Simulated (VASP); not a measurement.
# Rh (P6_3/mmc) in VASP: relaxation of cell and atoms with LDA

Aim: the relaxation of cell and atoms of Rh with LDA.

Everything below comes from runs of VASP 6.6.1. Logs are shortened: lines on timing, memory, paths and dates and some standing lists are left out, and cuts for length are marked.

## Step 1: The cell of the first run

The structure is hexagonal, space group P6_3/mmc (No. 194). Conventional cell: a = 2.731 Å, b = 2.731 Å, c = 4.428 Å, α = 90.00°, β = 90.00°, γ = 120.00°. Within 3.6 Å of Rh (site symmetry -6m2) lie 12 Rh at 2.72 to 2.73 Å.

This isn't the form of Rh at room conditions, which is fcc.

## Step 2: Relaxation of cell and atoms, LDA

INCAR

```
SYSTEM = Rh
PREC = Accurate
ENCUT = 620
EDIFF = 1E-7
ISMEAR = -1
SIGMA = 0.15
LREAL = .FALSE.
LASPH = .TRUE.
NELM = 120
ALGO = Normal
ISIF = 3
LWAVE = .FALSE.
LCHARG = .FALSE.
GGA = CA
IBRION = 2
NSW = 80
EDIFFG = -0.01
GGA_COMPAT = .FALSE.
NELMIN = 4
```

KPOINTS

```
Automatic mesh
0
G
  14 14 8
  0 0 0
```

POSCAR

```
Rh
1.0
    2.7309790000      0.0000000000      0.0000000000
   -1.3654900000      2.3650970000      0.0000000000
    0.0000000000      0.0000000000      4.4284890000
Rh
2
Direct
    0.6666666667      0.3333333333      0.7500000000
    0.3333333333      0.6666666667      0.2500000000
```

Potentials or basis: VASP PAW LDA potentials, release 64 (Rh_sv_GW).

Launch:

```console
cat potpaw_LDA.64/Rh_sv_GW/POTCAR > POTCAR
mpirun -np 1 vasp_std > vasp.out
```

OUTCAR:

```text
SYSTEM = Rh
   PREC = Accurate
   ENCUT = 620
   EDIFF = 1E-7
   ISMEAR = -1
   LREAL = .FALSE.
   LASPH = .TRUE.
   NELM = 120
   ISIF = 3
   GGA = CA
   IBRION = 2
   NSW = 80
   EDIFFG = -0.01
   NELMIN = 4

 ion  position               nearest neighbor table
   1  0.667  0.333  0.750-
   2  0.333  0.667  0.250-

  LATTYP: Found a hexagonal cell.
 ALAT       =     2.7309790000
 C/A-ratio  =     1.6215756328

  Lattice vectors:

 A1 = (   2.7309790000,   0.0000000000,   0.0000000000)
 A2 = (  -1.3654900000,   2.3650970000,   0.0000000000)
 A3 = (   0.0000000000,   0.0000000000,   4.4284890000)

Analysis of symmetry for initial positions (statically):
=====================================================================
 Subroutine PRICEL returns:
 Original cell was already a primitive cell.

 Routine SETGRP: Setting up the symmetry group for a
 hexagonal supercell.

 Subroutine GETGRP returns: Found 24 space group operations
 (whereof 12 operations were pure point group operations)
 out of a pool of 24 trial point group operations.

The static configuration has the point symmetry D_3d.
 The point group associated with its full space group is D_6h.

Analysis of symmetry for dynamics (positions and initial velocities):
=====================================================================
 Subroutine PRICEL returns:
 Original cell was already a primitive cell.

 Routine SETGRP: Setting up the symmetry group for a
 hexagonal supercell.

 Subroutine GETGRP returns: Found 24 space group operations
 (whereof 12 operations were pure point group operations)
 out of a pool of 24 trial point group operations.

The dynamic configuration has the point symmetry D_3d.
 The point group associated with its full space group is D_6h.

 Subroutine INISYM returns: Found 24 space group operations
 (whereof 12 operations are pure point group operations),
 and found     1 'primitive' translations

----------------------------------------------------------------------------------------

                                     Primitive cell

  volume of cell :      28.6037

  direct lattice vectors                    reciprocal lattice vectors
     2.730979000  0.000000000  0.000000000     0.366169055  0.211407897  0.000000000
    -1.365490000  2.365097000  0.000000000     0.000000000  0.422815639  0.000000000
     0.000000000  0.000000000  4.428489000     0.000000000  0.000000000  0.225810655

  length of vectors
     2.730979000  2.730979084  4.428489000     0.422815652  0.422815639  0.225810655

[... 76 lines left out ...]
   LSORBIT =      F    spin-orbit coupling
   LASPH  =      T    aspherical Exc in radial PAW
   ENCUT  =  620.0 eV  45.57 Ry    6.75 a.u.   5.54  5.54  8.99*2*pi/ulx,y,z
   NELM   =    120;   NELMIN=  4; NELMDL= -5     # of ELM steps
   EDIFF  = 0.1E-06   stopping-criterion for ELM
   LREAL  =      F    real-space projection
   EDIFFG = -.1E-01   stopping-criterion for IOM
   NSW    =     80    number of steps for IOM
   IBRION =      2    ionic relax: 0-MD 1-quasi-New 2-CG
   NFREE  =      1    steps in history (QN), initial steepest desc. (CG)
   ISIF   =      3    stress and relaxation
   ISYM   =      2    0-nonsym 1-usesym 2-fastsym
   POTIM  = 0.5000    time-step for ionic-motion
   TEBEG  =    0.0;   TEEND  =   0.0 temperature during run
   PSTRESS=    0.0 pullay stress
   NELECT =      34.0000    total number of electrons
   NUPDOWN=      -1.0000    fix difference up-down
   EMIN   =  10.00;   EMAX   =-10.00  energy-range for DOS
   EFERMI =   0.00;   METHOD = LEGACY
   ISMEAR =    -1;   SIGMA  =   0.15  broadening in eV -4-tet -1-fermi 0-gaus
   EFERMI_NEDOS =   21; number of points for ismear=-14 and -15
   IALGO  =     38    algorithm
   IMIX   =      4    mixing-type and parameters
     AMIX     =   0.40;   BMIX     =  1.00
     AMIX_MAG =   1.60;   BMIX_MAG =  1.00
  volume/ion in A,a.u.               =      14.30        96.51
  Fermi-wavevector in a.u.,A,eV,Ry     =   1.734177  3.277120 40.917767  3.007371
  Thomas-Fermi vector in A             =   2.808023
   LORBIT       =      0    0 simple, 1 ext, 2 COOP (PROOUT), +10 PAW based schemes
   GGA     = CA    functional components
   LHFCALC =     F    Hartree Fock is set to
   AEXX    =    0.0000 exact exchange contribution
   IVDW    =     0    specifies the selected vdW correction
   LEPSILON=     F    determine dielectric tensor
   LRPA    =     F    only Hartree local field effects (RPA)
 conjugate gradient relaxation of ions
 non-spin polarized calculation
  energy-cutoff  :      620.00
  volume of cell :       28.60
 maximum number of plane-waves:      1038
 NGX is ok and might be reduce to    24
   NGX = 11   NGY = 11   NGZ = 17

--------------------------------------- Ionic step        1  -------------------------------------------

 number of electron      33.9999989 magnetization

 Free energy of the ion-electron system (eV)
  ---------------------------------------------------
  ext. energy  EPLUGINS =         0.00000000
  ---------------------------------------------------
  free energy    TOTEN  =       -15.57471705 eV

  energy without entropy =      -15.31954697  energy(sigma->0) =      -15.44713201

 E-fermi :   9.9915     XC(G=0): -14.1688

 val. band max:        9.9772974261   @ k =   0.2143   0.2143   0.3750
 cond. band min:       9.9963050349   @ k =   0.3571   0.0714   0.2500
 fundamental gap:      0.0190076088
 Fermi energy:         9.9915104227

 k-point     1 :       0.0000    0.0000    0.0000
  band No.  band energies     occupation
      1     -68.3857      2.00000
      2     -68.2848      2.00000
      3     -36.7979      2.00000
      4     -36.2212      2.00000
      5     -36.2212      2.00000
      6     -36.1339      2.00000
[... 668 lines left out ...]
  FREE ENERGIE OF THE ION-ELECTRON SYSTEM (eV)
  ---------------------------------------------------
  free  energy   TOTEN  =       -15.6887360322 eV

  energy  without entropy=      -15.4569975553  energy(sigma->0) =      -15.57286679

[... ionic steps 4 to 7 ...]

--------------------------------------- Ionic step        8  -------------------------------------------

 number of electron      34.0000005 magnetization

------------------------ aborting loop because EDIFF is reached ----------------------------------------
[... 67 lines left out ...]
--------------------------------------- Ionic step       10  -------------------------------------------

 number of electron      34.0000005 magnetization

 Free energy of the ion-electron system (eV)
  ---------------------------------------------------
  ext. energy  EPLUGINS =         0.00000000
  ---------------------------------------------------
  free energy    TOTEN  =       -15.68946427 eV

  energy without entropy =      -15.45895369  energy(sigma->0) =      -15.57420898

 E-fermi :  11.1899     XC(G=0): -14.6079

 val. band max:       11.1813533095   @ k =   0.2857   0.2857   0.1250
 cond. band min:      11.1969345095   @ k =   0.3571   0.0714   0.2500
 fundamental gap:      0.0155812000
 Fermi energy:        11.1899337395

 k-point     1 :       0.0000    0.0000    0.0000
  band No.  band energies     occupation
      1     -67.4124      2.00000
      2     -67.2728      2.00000
      3     -35.9248      2.00000
      4     -35.1884      2.00000
      5     -35.1884      2.00000
      6     -35.0708      2.00000
[... 596 lines left out ...]
  FREE ENERGIE OF THE ION-ELECTRON SYSTEM (eV)
  ---------------------------------------------------
  free  energy   TOTEN  =       -15.6894642701 eV

  energy  without entropy=      -15.4589536887  energy(sigma->0) =      -15.57420898

 reached required accuracy - stopping structural energy minimisation
```

OSZICAR:

```text
N       E                     dE             d eps       ncg     rms          rms(c)
DAV:   1     0.783100003137E+03    0.78310E+03   -0.23223E+04  5088   0.227E+03
DAV:   2     0.569033586938E+02   -0.72620E+03   -0.69969E+03  5072   0.113E+03
DAV:   3    -0.154417997544E+02   -0.72345E+02   -0.68281E+02  8222   0.314E+02
[... 86 lines left out ...]
DAV:   2    -0.156894587199E+02    0.60262E-03   -0.24271E-03  6443   0.112E+00    0.101E-01
DAV:   3    -0.156894607596E+02   -0.20398E-05   -0.68360E-05  7718   0.127E-01    0.794E-02
DAV:   4    -0.156894635060E+02   -0.27464E-05   -0.45693E-06  6777   0.257E-02    0.226E-02
DAV:   5    -0.156894642159E+02   -0.70987E-06   -0.13585E-06  7058   0.240E-02    0.392E-03
DAV:   6    -0.156894642701E+02   -0.54199E-07   -0.22191E-08  3040   0.272E-03
  10 F= -.15689464E+02 E0= -.15574209E+02  d E =-.466242E-05
```

CONTCAR:

```text
Rh
   1.00000000000000
     2.6750930183113129    0.0000000118789594    0.0000000000000000
    -1.3375469886363180    2.3166983259833249    0.0000000000000000
     0.0000000000000000   -0.0000000000000000    4.3099746113660995
  Rh
     2
Direct
     0.6666666667000030    0.3333333332999970    0.7500000000000000
     0.3333333332999970    0.6666666667000030    0.2500000000000000

  0.00000000E+00  0.00000000E+00  0.00000000E+00
  0.00000000E+00  0.00000000E+00  0.00000000E+00
```

Run time: 4.6 min. Hardware: 1 thread of AMD EPYC 9R45 (Zen 5), shared host; peak memory 0.2 GiB.

Results:

```
Free energy                           : -15.6895 eV
Relaxed volume                        : 13.36 Å³/atom
Relaxed cell                          : a = 2.675 Å, b = 2.675 Å, c = 4.310 Å, α = 90.00°, β = 90.00°, γ = 120.00°
Space group after relaxing (to 0.1 Å) : P6_3/mmc (No. 194)
Energy gained by relaxing             : 57.4 meV/atom
Ionic steps                           : 10
Pressure after relaxing               : 0.0 GPa
Band gap on the k mesh                : zero (bands 17 and 18 overlap by 2.42 eV)
```

Step by step:
```
step  energy change (eV)  largest force (eV/Å)  pressure (GPa)  volume (Å³)
   1              0.0000                0.0000          -17.99        28.60
   2              0.8104                0.0000           82.57        22.46
   3             -0.1140                0.0000           -1.35        26.82
   4             -0.1145                0.0000           -0.29        26.73
   5             -0.1145                0.0000            0.13        26.70
   6             -0.1147                0.0000            0.13        26.70
   7             -0.1147                0.0000            0.12        26.70
   8             -0.1147                0.0000            0.12        26.70
   9             -0.1147                0.0000           -0.26        26.73
  10             -0.1147                0.0000           -0.03        26.71
```

Final structure:
```
CELL_PARAMETERS angstrom
2.67509 0.00000 0.00000
-1.33755 2.31670 0.00000
0.00000 0.00000 4.30997
ATOMIC_POSITIONS crystal
Rh 0.66667 0.33333 0.75000
Rh 0.33333 0.66667 0.25000
```

Levels at points of the mesh, in eV from the Fermi level:
```csv
k point,band 14,band 15,band 16,band 17,band 18,band 19,band 20,band 21
"(0.00, 0.00, 0.00)",-2.63,-2.63,-2.03,-2.03,0.17,0.17,0.70,8.94
"(0.50, 0.00, 0.00)",-2.33,-2.28,0.46,0.71,0.79,3.13,5.27,10.48
"(0.00, 0.00, 0.50)",-3.32,-3.32,-3.32,-0.44,-0.44,-0.44,-0.44,14.85
"(0.50, 0.00, 0.50)",-1.77,-0.33,-0.33,0.66,0.66,2.71,2.71,9.58
```
